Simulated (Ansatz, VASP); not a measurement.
## One calculation of Ta, two programs

Contents of INCAR:

```
  PREC = Accurate
  ENCUT = 520
  EDIFF = 1E-6
  ISMEAR = 1
  SIGMA = 0.02
  LREAL = F
  LASPH = T
  NELM = 60
  ALGO = Normal
  ISIF = 2
  LWAVE = F
  LCHARG = F
  NBANDS = 12
```

KPOINTS

```
Automatic mesh
0
Gamma
  22 22 22
```

The input POSCAR:

```
Ta
1.0
   -1.6512800000      1.6512800000      1.6512800000
    1.6512800000     -1.6512800000      1.6512800000
    1.6512800000      1.6512800000     -1.6512800000
Ta
1
Direct
    0.0000000000      0.0000000000      0.0000000000
```

Input for Ansatz:

```yaml
crystal:
  lattice:
    - [-1.65128, 1.65128, 1.65128]
    - [1.65128, -1.65128, 1.65128]
    - [1.65128, 1.65128, -1.65128]
  atoms:
    - { symbol: Ta, position: [0.0, 0.0, 0.0] }
basis:
  ecutwfc: 420
kpoints:
  mp_grid: { grid: [22, 22, 22] }
hamiltonian:
  xc: lda
scf:
  occupations: { method: methfessel_paxton, width: 0.02 }
output:
  forces: true
  stress: true
  eigenvalues: true
```

Alike in both runs: task single point; functional LDA; k mesh 22 × 22 × 22; occupations methfessel-paxton of order 1, width 0.02 eV; no spin polarisation.

|  | VASP | Ansatz |
| --- | --- | --- |
| version | VASP 6.6.1 | Ansatz 0.2.0 |
| potentials or method | VASP PAW LDA potentials, release 64 (Ta_pv), cutoff 520 eV | scalar-relativistic, plane waves, PAW |
| valence electrons in the cell | 11 | 13 |

VASP gave:

* gap on the k mesh at the Fermi level (eV): none
* pressure (GPa): -8.4

**Question.** Which values does Ansatz return?

**Answer.** gap on the k mesh at the Fermi level (eV): none; pressure (GPa): -9.1.

LDA's correlation is that of Perdew and Zunger in VASP and of Perdew and Wang (1992) in Ansatz. A gap of «none» marks a metal or a gap that the smearing closes. VASP's potentials hold 11 valence electrons a cell and Ansatz's 13, so a difference there can come from the potentials and not from the codes.

Neither program's run includes spin-orbit coupling.
